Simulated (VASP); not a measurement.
## Ba2Os: relaxation of cell and atoms with PBEsol

Crystal: Ba2Os.

```xyz
3
Lattice="0.0000 4.1576 0.0000 4.1576 0.0000 0.0000 2.0788 2.0788 -7.3966" Properties=species:S:1:pos:R:3 pbc="T T T"
Os    0.0000    0.0000    0.0000
Ba    2.0788    2.0788   -1.9231
Ba    4.1576    4.1576   -5.4735
```

```json
{"Program": "VASP 6.6.1", "Task": "relaxation of cell and atoms", "Functional": "PBEsol", "Potentials or basis": "VASP PAW PBE potentials, release 64 (Os, Ba_sv)", "Cutoff": "600 eV", "k mesh": "5 × 5 × 5", "Occupations": "methfessel-paxton, width 0.05 eV", "Spin": "collinear spin", "Starting moments": "[-1.0, -2.0, 4.0] μB", "Dipole correction": "no", "Further INCAR settings": "ALGO = Normal; EDIFF = 1e-06; IBRION = 2; EDIFFG = -0.01; NSW = 60; ISIF = 3"}
```

The relaxed volume is 32.28 Å³/atom. The relaxed cell is a = 3.723 Å, b = 3.723 Å, c = 7.465 Å, α = 75.56°, β = 75.56°, γ = 90.00°. The space group after relaxing (to 0.1 Å) is I4/mmm (No. 139). The energy gained by relaxing is 297.7 meV/atom. The ionic steps are 14 and the pressure after relaxing is 0.0 GPa. The largest force after relaxing is 0.007 eV/Å. The net moment is -0.07 μB per cell and the site moments are Os -0.07; Ba +0.00 μB. The valence electrons inside the program's atomic spheres are Os 6.96; Ba 8.14.

Forces in eV/Å, atoms in the order of the input:
```
Os   0.000  0.000  0.000
Ba   0.000  0.000  0.007
Ba   0.000  0.000 -0.007
```

The path:
```csv
step,energy change (eV),largest force (eV/Å),pressure (GPa),volume (Å³)
1,0.0000,1.2092,-6.34,127.86
2,-0.8688,0.1331,-0.75,99.11
3,-0.8718,0.2486,-0.14,97.81
4,-0.8883,0.1035,-0.08,96.98
5,-0.8927,0.0157,0.01,96.27
6,-0.8927,0.0210,0.00,96.24
7,-0.8928,0.0137,0.03,96.23
8,-0.8928,0.0031,0.07,96.21
9,-0.8928,0.0053,0.08,96.27
10,-0.8929,0.0114,0.02,96.44
11,-0.8929,0.0226,-0.08,96.80
12,-0.8929,0.0191,-0.04,96.69
13,-0.8930,0.0143,-0.05,96.74
14,-0.8930,0.0066,-0.03,96.83
```

Final structure:
```
CELL_PARAMETERS angstrom
0.00000 3.72292 0.00000
3.72292 0.00000 0.00000
1.86146 1.86146 -6.98596
ATOMIC_POSITIONS crystal
Os 0.00000 0.00000 0.00000
Ba 0.37339 0.37339 0.25322
Ba 0.62661 0.62661 0.74678
```

Levels at points of the mesh, in eV from the Fermi level:
Spin up:
| k point | band 10 | band 11 | band 12 | band 13 | band 14 | band 15 | band 16 | band 17 | band 18 | band 19 |
| --- | --- | --- | --- | --- | --- | --- | --- | --- | --- | --- |
| (0.00, 0.00, 0.00) | -2.24 | -1.47 | -0.57 | -0.13 | -0.12 | -0.12 | 0.86 | 0.97 | 2.88 | 3.98 |
Spin down:
| k point | band 11 | band 12 | band 13 | band 14 | band 15 | band 16 | band 17 | band 18 |
| --- | --- | --- | --- | --- | --- | --- | --- | --- |
| (0.00, 0.00, 0.00) | -1.50 | -0.56 | -0.16 | -0.15 | -0.15 | 0.87 | 0.98 | 2.87 |

Wall time 29 min on 1 thread of AMD EPYC 7571, with other jobs on the host, peak memory 0.36 GiB.

Caveat: the volume moved by over 15 % at a fixed basis, so the end points are rough; the PAW data sets were made with another functional, which shifts forces and pressure a little; spin-orbit coupling is left out, which moves the levels of the heavy elements.
